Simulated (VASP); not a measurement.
## V: single point with r2SCAN

Crystal: V.

```
V
1.0
    -1.51435    1.51435    1.51435
     1.51435   -1.51435    1.51435
     1.51435    1.51435   -1.51435
V
1
Direct
  0.00000 0.00000 0.00000
```

* Program: VASP 6.6.1
* Task: single point
* Functional: r2SCAN
* Potentials or basis: VASP PAW PBE potentials, release 64 (V_sv)
* Cutoff: 520 eV
* k mesh: 8 × 8 × 8
* Occupations: gaussian, width 0.1 eV
* Spin: collinear spin, ferromagnetic start
* Starting moments: [2.0] μB

The pressure is -8.6 GPa and the net moment is 0.00 μB per cell. The valence electrons inside the program's atomic spheres are V 11.58.

Levels at points of the mesh, in eV from the Fermi level:
Spin up:
```tsv
k point	band 2	band 3	band 4	band 5	band 6	band 7	band 8	band 9	band 10	band 11
(0.00, 0.00, 0.00)	-38.55	-38.55	-38.55	-7.02	0.47	0.47	0.47	2.58	2.58	20.97
(0.50, 0.00, 0.00)	-39.40	-38.82	-38.56	-3.25	-1.10	1.37	2.55	2.94	4.12	10.20
(0.50, 0.50, 0.50)	-39.13	-39.13	-39.13	-2.97	-2.97	3.74	3.74	3.74	10.31	10.31
```
Spin down:
```csv
k point,band 3,band 4,band 5,band 6,band 7,band 8,band 9,band 10
"(0.00, 0.00, 0.00)",-38.55,-38.55,-7.02,0.47,0.47,0.47,2.58,2.58
"(0.50, 0.00, 0.00)",-38.82,-38.56,-3.25,-1.10,1.37,2.55,2.94,4.12
"(0.50, 0.50, 0.50)",-39.13,-39.13,-2.97,-2.97,3.73,3.74,3.74,10.31
```

Run time: 35 s on 1 thread of Intel(R) Xeon(R) Platinum 8488C (Sapphire Rapids), on a shared host, peak memory 0.14 GiB.

Caveat: the k points lie up to 0.37 Å⁻¹ apart; the PAW data sets were made with another functional, which shifts forces and pressure a little.
